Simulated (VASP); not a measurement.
# Ga3SbN2 (P6/mmm) in VASP: further runs

Ga3SbN2 is run at these levels: PBE; tasks: relaxation of cell and atoms.

Everything below comes from runs of VASP 6.6.1. Logs are shortened: lines on timing, memory, paths and dates and some standing lists are left out, and cuts for length are marked.

**1. The cell of the first run**

It takes space group P6/mmm (No. 191, hexagonal). The conventional cell has a = 5.998 Å, b = 5.998 Å, c = 3.293 Å, α = 90.00°, β = 90.00°, γ = 120.00°. Ga (site symmetry mmm) has 4 N at 2.39 Å and 4 Ga at 3.00 Å within 3.2 Å. Sb (site symmetry 6/mmm) has 2 Sb at 3.29 Å and 12 Ga at 3.42 Å and 6 N at 3.46 Å within 4.3 Å. N (site symmetry -6m2) has 6 Ga at 2.39 Å within 3.2 Å.

**2. Relaxation of cell and atoms, PBE**

The input, INCAR:

```
SYSTEM = Ga3SbN2
PREC = Accurate
ENCUT = 600
EDIFF = 1E-7
ISMEAR = 0
SIGMA = 0.1
LREAL = .False.
LASPH = .True.
NELM = 60
ALGO = Normal
ISIF = 3
LWAVE = .False.
LCHARG = .False.
GGA = PE
IBRION = 2
NSW = 90
EDIFFG = -0.04
```

The input, KPOINTS:

```
regular mesh
0
Gamma
  3 3 6
  0 0 0
```

The input, POSCAR:

```
Ga3SbN2
1.0
    5.9978985800      0.0000000000      0.0000000000
   -2.9989492900      5.1943325400      0.0000000000
    0.0000000000      0.0000000000      3.2925563000
Ga Sb N
3 1 2
Direct
    0.5000000000      0.0000000000      0.5000000000
    0.5000000000      0.5000000000      0.5000000000
    0.0000000000      0.5000000000      0.5000000000
    0.0000000000      0.0000000000      0.0000000000
    0.3333333300      0.6666666700      0.0000000000
    0.6666666700      0.3333333300      0.0000000000
```

Potentials or basis: VASP PAW PBE potentials, release 64 (Ga_d, Sb, N).

Started as:

```bash
$ cat potpaw_PBE.64/Ga_d/POTCAR potpaw_PBE.64/Sb/POTCAR potpaw_PBE.64/N/POTCAR > POTCAR
$ mpirun -np 1 vasp_std > vasp.out
```

OUTCAR:

```text
SYSTEM = Ga3SbN2
   PREC = Accurate
   ENCUT = 600
   EDIFF = 1E-7
   ISMEAR = 0
   LREAL = .False.
   LASPH = .True.
   NELM = 60
   ISIF = 3
   GGA = PE
   IBRION = 2
   NSW = 90
   EDIFFG = -0.04

 ion  position               nearest neighbor table
   1  0.500  0.000  0.500-
   2  0.500  0.500  0.500-
   3  0.000  0.500  0.500-
   4  0.000  0.000  0.000-
   5  0.333  0.667  0.000-
   6  0.667  0.333  0.000-

  LATTYP: Found a hexagonal cell.
 ALAT       =     5.9978985800
 C/A-ratio  =     0.5489516463

  Lattice vectors:

 A1 = (   5.9978985800,   0.0000000000,   0.0000000000)
 A2 = (  -2.9989492900,   5.1943325400,   0.0000000000)
 A3 = (   0.0000000000,   0.0000000000,   3.2925563000)

Analysis of symmetry for initial positions (statically):
=====================================================================
 Subroutine PRICEL returns:
 Original cell was already a primitive cell.

 Routine SETGRP: Setting up the symmetry group for a
 hexagonal supercell.

 Subroutine GETGRP returns: Found 24 space group operations
 (whereof 24 operations were pure point group operations)
 out of a pool of 24 trial point group operations.

The static configuration has the point symmetry D_6h.

Analysis of symmetry for dynamics (positions and initial velocities):
=====================================================================
 Subroutine PRICEL returns:
 Original cell was already a primitive cell.

 Routine SETGRP: Setting up the symmetry group for a
 hexagonal supercell.

 Subroutine GETGRP returns: Found 24 space group operations
 (whereof 24 operations were pure point group operations)
 out of a pool of 24 trial point group operations.

The dynamic configuration has the point symmetry D_6h.

 Subroutine INISYM returns: Found 24 space group operations
 (whereof 24 operations are pure point group operations),
 and found     1 'primitive' translations

----------------------------------------------------------------------------------------

                                     Primitive cell

  volume of cell :     102.5799

  direct lattice vectors                    reciprocal lattice vectors
     5.997898580  0.000000000  0.000000000     0.166725060  0.096258758  0.000000000
    -2.998949290  5.194332540  0.000000000     0.000000000  0.192517516  0.000000000
     0.000000000  0.000000000  3.292556300     0.000000000  0.000000000  0.303715384

  length of vectors
     5.997898580  5.997898580  3.292556300     0.192517516  0.192517516  0.303715384

  position of ions in fractional coordinates (direct lattice)
     0.500000000  0.000000000  0.500000000
     0.500000000  0.500000000  0.500000000
     1.000000000  0.500000000  0.500000000
     0.000000000  0.000000000  0.000000000
     0.333333330  0.666666670  0.000000000
     0.666666670  0.333333330  0.000000000

  ion indices of the primitive-cell ions
   primitive index   ion index
                 1           1
                 2           2
                 3           3
                 4           4
                 5           5
                 6           6

----------------------------------------------------------------------------------------

 KPOINTS: regular mesh

Automatic generation of k-mesh.
 Grid dimensions read from file:
 generate k-points for:    3    3    6

 Generating k-lattice:

  Cartesian coordinates                     Fractional coordinates (reciprocal lattice)
     0.055575020  0.032086253  0.000000000     0.333333333 -0.000000000  0.000000000
     0.000000000  0.064172505  0.000000000     0.000000000  0.333333333  0.000000000
     0.000000000  0.000000000  0.050619231     0.000000000  0.000000000  0.166666667

  Length of vectors
     0.064172505  0.064172505  0.050619231

  Shift w.r.t. Gamma in fractional coordinates (k-lattice)
     0.000000000  0.000000000  0.000000000

 Subroutine IBZKPT returns following result:
 ===========================================

 Found     12 irreducible k-points:

 Following reciprocal coordinates:
            Coordinates               Weight
  0.000000  0.000000  0.000000      1.000000
  0.333333 -0.000000  0.000000      6.000000
  0.333333  0.333333  0.000000      2.000000
  0.000000  0.000000  0.166667      2.000000
  0.333333 -0.000000  0.166667     12.000000
  0.333333  0.333333  0.166667      4.000000
  0.000000  0.000000  0.333333      2.000000
  0.333333 -0.000000  0.333333     12.000000
  0.333333  0.333333  0.333333      4.000000
  0.000000  0.000000  0.500000      1.000000
  0.333333 -0.000000  0.500000      6.000000
  0.333333  0.333333  0.500000      2.000000
   k-points           NKPTS =     12   k-points in BZ     NKDIM =     12   number of bands    NBANDS=     32
   number of dos      NEDOS =    301   number of ions     NIONS =      6
   total plane-waves  NPLWV =  64512
   dimension x,y,z NGX =    48 NGY =   48 NGZ =   28
   dimension x,y,z NGXF=    96 NGYF=   96 NGZF=   56
   ions per type =               3   1   2
   NGX,Y,Z   is equivalent  to a cutoff of  13.30, 13.30, 14.14 a.u.
   NGXF,Y,Z  is equivalent  to a cutoff of  26.61, 26.61, 28.28 a.u.
 SYSTEM =  Ga3SbN2
   PREC   = accura    normal or accurate (medium, high low for compatibility)
   ISTART =      0    job   : 0-new  1-cont  2-samecut
   ICHARG =      2    charge: 1-file 2-atom 10-const
   ISPIN  =      1    spin polarized calculation?
   LNONCOLLINEAR =      F non collinear calculations
   LSORBIT =      F    spin-orbit coupling
   LASPH  =      T    aspherical Exc in radial PAW
   ENCUT  =  600.0 eV  44.10 Ry    6.64 a.u.  11.98 11.98  6.58*2*pi/ulx,y,z
   NELM   =     60;   NELMIN=  2; NELMDL= -5     # of ELM steps
   EDIFF  = 0.1E-06   stopping-criterion for ELM
   LREAL  =      F    real-space projection
   EDIFFG = -.4E-01   stopping-criterion for IOM
   NSW    =     90    number of steps for IOM
   IBRION =      2    ionic relax: 0-MD 1-quasi-New 2-CG
   NFREE  =      1    steps in history (QN), initial steepest desc. (CG)
   ISIF   =      3    stress and relaxation
   ISYM   =      2    0-nonsym 1-usesym 2-fastsym
   POTIM  = 0.5000    time-step for ionic-motion
   TEBEG  =    0.0;   TEEND  =   0.0 temperature during run
   PSTRESS=    0.0 pullay stress
   NELECT =      54.0000    total number of electrons
   NUPDOWN=      -1.0000    fix difference up-down
   EMIN   =  10.00;   EMAX   =-10.00  energy-range for DOS
   EFERMI =   0.00;   METHOD = LEGACY
   ISMEAR =     0;   SIGMA  =   0.10  broadening in eV -4-tet -1-fermi 0-gaus
   EFERMI_NEDOS =   21; number of points for ismear=-14 and -15
   IALGO  =     38    algorithm
   IMIX   =      4    mixing-type and parameters
     AMIX     =   0.40;   BMIX     =  1.00
     AMIX_MAG =   1.60;   BMIX_MAG =  1.00
  volume/ion in A,a.u.               =      17.10       115.37
  Fermi-wavevector in a.u.,A,eV,Ry     =   1.321860  2.497953 23.773641  1.747313
  Thomas-Fermi vector in A             =   2.451583
   LORBIT       =      0    0 simple, 1 ext, 2 COOP (PROOUT), +10 PAW based schemes
   GGA     = PE    functional components
   LHFCALC =     F    Hartree Fock is set to
   AEXX    =    0.0000 exact exchange contribution
   IVDW    =     0    specifies the selected vdW correction
   LEPSILON=     F    determine dielectric tensor
   LRPA    =     F    only Hartree local field effects (RPA)
 conjugate gradient relaxation of ions
 non-spin polarized calculation
 Gauss-broadening in eV      SIGMA  =   0.10
  energy-cutoff  :      600.00
  volume of cell :      102.58
 maximum number of plane-waves:      3444
 NGX is ok and might be reduce to    48
   NGX = 23   NGY = 23   NGZ = 13

--------------------------------------- Ionic step        1  -------------------------------------------

 number of electron      54.0000004 magnetization

 Free energy of the ion-electron system (eV)
  ---------------------------------------------------
  ext. energy  EPLUGINS =         0.00000000
  ---------------------------------------------------
  free energy    TOTEN  =       -25.19997048 eV

  energy without entropy =      -25.16903688  energy(sigma->0) =      -25.18450368

------------------------ aborting loop because EDIFF is reached ----------------------------------------

  FORCE on cell =-STRESS in cart. coord.  units (eV):
  Direction    XX          YY          ZZ          XY          YZ          ZX
  --------------------------------------------------------------------------------------
  -------------------------------------------------------------------------------------
  Total       -3.1565911     -3.1565911    -16.3965914      0.0000000     -0.0000000      0.0000000
  in kB      -49.3022608    -49.3022608   -256.0955773      0.0000000     -0.0000000      0.0000000
  external PRESSURE =    -118.2333663 kB  Pullay stress =       0.0000000 kB
[... 225 lines left out ...]
  energy  without entropy=      -26.3999236955  energy(sigma->0) =      -26.40732571

--------------------------------------- Ionic step        7  -------------------------------------------

 number of electron      53.9999988 magnetization

 Free energy of the ion-electron system (eV)
  ---------------------------------------------------
  ext. energy  EPLUGINS =         0.00000000
  ---------------------------------------------------
  free energy    TOTEN  =       -26.41489068 eV

  energy without entropy =      -26.40015361  energy(sigma->0) =      -26.40752214

 E-fermi :   7.6147     XC(G=0): -11.5515

 val. band max:        7.6081182804   @ k =   0.3333  -0.0000   0.3333
 cond. band min:       8.1799349760   @ k =   0.3333  -0.0000   0.0000
 fundamental gap:      0.5718166956
 Fermi energy:         7.6147341122

 k-point     1 :       0.0000    0.0000    0.0000
  band No.  band energies     occupation
      1      -9.0933      2.00000
      2      -7.6275      2.00000
      3      -7.6095      2.00000
      4      -7.6095      2.00000
      5      -7.5752      2.00000
      6      -7.5752      2.00000
[... 442 lines left out ...]
  FREE ENERGIE OF THE ION-ELECTRON SYSTEM (eV)
  ---------------------------------------------------
  free  energy   TOTEN  =       -26.4148906771 eV

  energy  without entropy=      -26.4001536121  energy(sigma->0) =      -26.40752214

 reached required accuracy - stopping structural energy minimisation
```

Wall time 2.1 min (1 thread of Intel Xeon 6975P-C (Granite Rapids), shared host); peak memory 0.28 GiB.

What came out:

* Free energy: -26.4149 eV
* Relaxed volume: 14.54 Å³/atom
* Relaxed cell: a = 5.865 Å, b = 5.865 Å, c = 2.929 Å, α = 90.00°, β = 90.00°, γ = 120.00°
* Space group after relaxing (to 0.05 Å): P6/mmm (No. 191)
* Energy gained by relaxing: 202.5 meV/atom
* Ionic steps: 7
* Pressure after relaxing: -0.1 GPa
* Band gap on the k mesh: zero (band 27 reaches 8.89 eV, above the bottom of band 28 at 6.88 eV)

Step by step:
```tsv
step	energy change (eV)	largest force (eV/Å)	pressure (GPa)	volume (Å³)
1	0.0000	0.0000	-11.82	102.58
2	-1.1541	0.0000	4.02	84.59
3	-1.2147	0.0000	0.06	87.15
4	-1.2147	0.0000	-0.36	87.45
5	-1.2148	0.0000	-0.21	87.32
6	-1.2148	0.0000	-0.24	87.34
7	-1.2149	0.0000	-0.12	87.25
```

Final structure:
```
CELL_PARAMETERS angstrom
5.86536 0.00000 0.00000
-2.93268 5.07955 0.00000
0.00000 0.00000 2.92853
ATOMIC_POSITIONS crystal
Ga 0.50000 0.00000 0.50000
Ga 0.50000 0.50000 0.50000
Ga 0.00000 0.50000 0.50000
Sb 0.00000 0.00000 0.00000
N 0.33333 0.66667 0.00000
N 0.66667 0.33333 0.00000
```

Levels at points of the mesh, in eV from the Fermi level:
```
           k point  band 24  band 25  band 26  band 27  band 28  band 29  band 30  band 31
(0.00, 0.00, 0.00)    -2.14    -1.60    -1.60    -1.16     3.06     3.06     3.72     5.66
(0.00, 0.00, 0.50)    -2.68    -2.68    -2.01    -2.01    -0.42    -0.42     0.91     0.91
```

Caveat: the k points lie up to 0.41 Å⁻¹ apart in the final cell; spin-orbit coupling is left out, which moves the levels of the heavy elements.

**3. Relaxation of cell and atoms, PBE**

This run uses another cell than the first one, of 14.51 Å³/atom, 0.849 times its volume.

The input, INCAR:

```
PREC = Accurate
ENCUT = 600
EDIFF = 1E-6
ISMEAR = 0
SIGMA = 0.1
LREAL = False
LASPH = True
NELM = 60
ALGO = Normal
ISIF = 3
LWAVE = False
LCHARG = False
GGA = PE
IBRION = 2
NSW = 100
EDIFFG = -0.01
```

The input, KPOINTS:

```
regular mesh
0
Gamma
  6 6 12
```

The input, POSCAR:

```
Ga3SbN2
1.0
    5.8628644883      0.0000000000      0.0000000000
   -2.9314322441      5.0773895858      0.0000000000
    0.0000000000      0.0000000000      2.9242186705
Ga Sb N
3 1 2
Direct
    0.5000000000      0.0000000000      0.5000000000
    0.5000000000      0.5000000000      0.5000000000
    0.0000000000      0.5000000000      0.5000000000
    0.0000000000      0.0000000000      0.0000000000
    0.3333333333      0.6666666667      0.0000000000
    0.6666666667      0.3333333333      0.0000000000
```

Potentials or basis: VASP PAW PBE potentials, release 64 (Ga_d, Sb, N).

Started as:

```bash
$ cat potpaw_PBE.64/Ga_d/POTCAR potpaw_PBE.64/Sb/POTCAR potpaw_PBE.64/N/POTCAR > POTCAR
$ mpirun -np 1 vasp_std > vasp.out
```

OUTCAR:

```text
PREC = Accurate
   ENCUT = 600
   EDIFF = 1E-6
   ISMEAR = 0
   LREAL = False
   LASPH = True
   NELM = 60
   ISIF = 3
   GGA = PE
   IBRION = 2
   NSW = 100
   EDIFFG = -0.01

 ion  position               nearest neighbor table
   1  0.500  0.000  0.500-   5 2.24   6 2.24   5 2.24   6 2.24   4 3.28   4 3.28   4 3.28   4 3.28

   2  0.500  0.500  0.500-   5 2.24   6 2.24   5 2.24   6 2.24   4 3.28   4 3.28   4 3.28   4 3.28

   3  0.000  0.500  0.500-   5 2.24   6 2.24   5 2.24   6 2.24   4 3.28   4 3.28   4 3.28   4 3.28

   4  0.000  0.000  0.000-   3 3.28   3 3.28   3 3.28   3 3.28   1 3.28   1 3.28   1 3.28   1 3.28
                             2 3.28   2 3.28   2 3.28   2 3.28
   5  0.333  0.667  0.000-   1 2.24   1 2.24   3 2.24   3 2.24   2 2.24   2 2.24
   6  0.667  0.333  0.000-   1 2.24   1 2.24   3 2.24   3 2.24   2 2.24   2 2.24

  LATTYP: Found a hexagonal cell.
 ALAT       =     5.8628644883
 C/A-ratio  =     0.4987696162

  Lattice vectors:

 A1 = (   5.8628644883,   0.0000000000,   0.0000000000)
 A2 = (  -2.9314322441,   5.0773895858,   0.0000000000)
[... 184 lines left out ...]
  free energy    TOTEN  =       -26.33778344 eV

  energy without entropy =      -26.32721816  energy(sigma->0) =      -26.33250080

------------------------ aborting loop because EDIFF is reached ----------------------------------------

  FORCE on cell =-STRESS in cart. coord.  units (eV):
  Direction    XX          YY          ZZ          XY          YZ          ZX
  --------------------------------------------------------------------------------------
  -------------------------------------------------------------------------------------
  Total       -0.3551250     -0.3551250      2.0631421     -0.0000000      0.0000000      0.0000000
  in kB       -6.5362947     -6.5362947     37.9734052     -0.0000000      0.0000000      0.0000000
  external PRESSURE =       8.3002719 kB  Pullay stress =       0.0000000 kB
[... 227 lines left out ...]
--------------------------------------- Ionic step        7  -------------------------------------------

 number of electron      53.9999960 magnetization

 Free energy of the ion-electron system (eV)
  ---------------------------------------------------
  ext. energy  EPLUGINS =         0.00000000
  ---------------------------------------------------
  free energy    TOTEN  =       -26.35084563 eV

  energy without entropy =      -26.34110682  energy(sigma->0) =      -26.34597623

 E-fermi :   7.6097     XC(G=0): -11.5442

 val. band max:        7.5938643999   @ k =   0.5000   0.0000   0.3333
 cond. band min:       7.6431406434   @ k =   0.0000   0.0000   0.2500
 fundamental gap:      0.0492762435
 Fermi energy:         7.6097015195

 k-point     1 :       0.0000    0.0000    0.0000
  band No.  band energies     occupation
      1      -9.0935      2.00000
      2      -7.6546      2.00000
      3      -7.6429      2.00000
      4      -7.6429      2.00000
      5      -7.5964      2.00000
      6      -7.5964      2.00000
[... 829 lines left out ...]
     31      10.9215      0.00000
     32      11.2300      0.00000

 [... further k-points ...]
[... 5 lines left out ...]
  --------------------------------------------------------------------------------------
  -------------------------------------------------------------------------------------
  Total        0.0081201      0.0081201     -0.0576623      0.0000000      0.0000000      0.0000000
  in kB        0.1488634      0.1488634     -1.0571082      0.0000000      0.0000000      0.0000000
  external PRESSURE =      -0.2531271 kB  Pullay stress =       0.0000000 kB
[... 21 lines left out ...]
  FREE ENERGIE OF THE ION-ELECTRON SYSTEM (eV)
  ---------------------------------------------------
  free  energy   TOTEN  =       -26.3508456327 eV

  energy  without entropy=      -26.3411068244  energy(sigma->0) =      -26.34597623

 reached required accuracy - stopping structural energy minimisation
```

OSZICAR:

```text
N       E                     dE             d eps       ncg     rms          rms(c)
DAV:   1     0.495032335833E+03    0.49503E+03   -0.27865E+04  3304   0.306E+03
DAV:   2     0.484987067106E+02   -0.44653E+03   -0.43735E+03  3352   0.657E+02
DAV:   3    -0.251140727638E+02   -0.73613E+02   -0.72109E+02  3752   0.186E+02
[... 57 lines left out ...]
DAV:   1    -0.263508862904E+02   -0.41963E-04   -0.67483E-04  4544   0.392E-01    0.392E-02
DAV:   2    -0.263508549385E+02    0.31352E-04   -0.95767E-05  4536   0.155E-01    0.180E-02
DAV:   3    -0.263508469535E+02    0.79850E-05   -0.11556E-05  4016   0.614E-02    0.694E-03
DAV:   4    -0.263508456786E+02    0.12749E-05   -0.25710E-06  2480   0.148E-02    0.167E-03
DAV:   5    -0.263508456327E+02    0.45973E-07   -0.96529E-07  1672   0.123E-02
   7 F= -.26350846E+02 E0= -.26345976E+02  d E =-.412879E-03
```

It took 4.4 min on 1 thread of Intel Xeon 6975P-C (Granite Rapids), shared host; peak memory 0.34 GiB.

Results:

| Item | Value |
| --- | --- |
| Free energy | -26.3508 eV |
| Relaxed volume | 14.57 Å³/atom |
| Relaxed cell | a = 5.841 Å, b = 5.841 Å, c = 2.958 Å, α = 90.00°, β = 90.00°, γ = 120.00° |
| Space group after relaxing (to 0.05 Å) | P6/mmm (No. 191) |
| Energy gained by relaxing | 2.2 meV/atom |
| Ionic steps | 7 |
| Pressure after relaxing | 0.0 GPa |
| Band gap on the k mesh | zero (band 27 reaches 8.81 eV, above the bottom of band 28 at 6.83 eV) |

Stress tensor (GPa, compression positive):
```
 0.01  0.00  0.00
 0.00  0.01  0.00
 0.00  0.00 -0.11
```

Step by step:
| step | energy change (eV) | largest force (eV/Å) | pressure (GPa) | volume (Å³) |
| --- | --- | --- | --- | --- |
| 1 | 0.0000 | 0.0000 | 0.83 | 87.05 |
| 2 | -0.0103 | 0.0000 | -0.78 | 87.99 |
| 3 | -0.0127 | 0.0000 | -0.32 | 87.71 |
| 4 | -0.0126 | 0.0000 | -0.39 | 87.72 |
| 5 | -0.0131 | 0.0000 | 0.07 | 87.35 |
| 6 | -0.0131 | 0.0000 | -0.09 | 87.42 |
| 7 | -0.0131 | 0.0000 | -0.03 | 87.39 |

Final structure:
```
CELL_PARAMETERS angstrom
5.84058 0.00000 0.00000
-2.92029 5.05809 0.00000
0.00000 0.00000 2.95829
ATOMIC_POSITIONS crystal
Ga 0.50000 0.00000 0.50000
Ga 0.50000 0.50000 0.50000
Ga 0.00000 0.50000 0.50000
Sb 0.00000 0.00000 0.00000
N 0.33333 0.66667 0.00000
N 0.66667 0.33333 0.00000
```

Caveat: spin-orbit coupling is left out, which moves the levels of the heavy elements.
